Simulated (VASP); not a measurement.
Crystal: Ni.

```
Ni
1.0
     0.00000    1.76685    1.76685
     1.76685    0.00000    1.76685
     1.76685    1.76685    0.00000
Ni
1
Direct
  0.00000 0.00000 0.00000
```

Base run:

| Item | Value |
| --- | --- |
| Program | VASP 6.6.1 |
| Functional | PBE |
| Potentials or basis | VASP PAW PBE potentials, release 64 (Ni) |
| Cutoff | 520 eV |
| k mesh | 12 × 12 × 12 |
| Occupations | fermi-dirac, width 0.1 eV |
| Spin | collinear spin, ferromagnetic start |
| Starting moments | [0.24] μB |
| Fixed moment | 0.24 μB |

Its results: pressure -3.0 GPa; site moments Ni +0.25 μB.

Question: After a change of settings the same cell gave: pressure 13.7 GPa; site moments Ni +1.60 μB. Which change was it?
A. fixed moment from 0.24 μB to 1.94 μB; moments at the start from [0.24] to [1.94]
B. fixed moment from 0.24 μB to 0.97 μB; moments at the start from [0.24] to [0.97]
C. fixed moment from 0.24 μB to 1.21 μB; moments at the start from [0.24] to [1.21]
D. fixed moment from 0.24 μB to 1.69 μB; moments at the start from [0.24] to [1.69]

Answer: D.

Caveats: the total moment is fixed, so each spin has its own Fermi level.
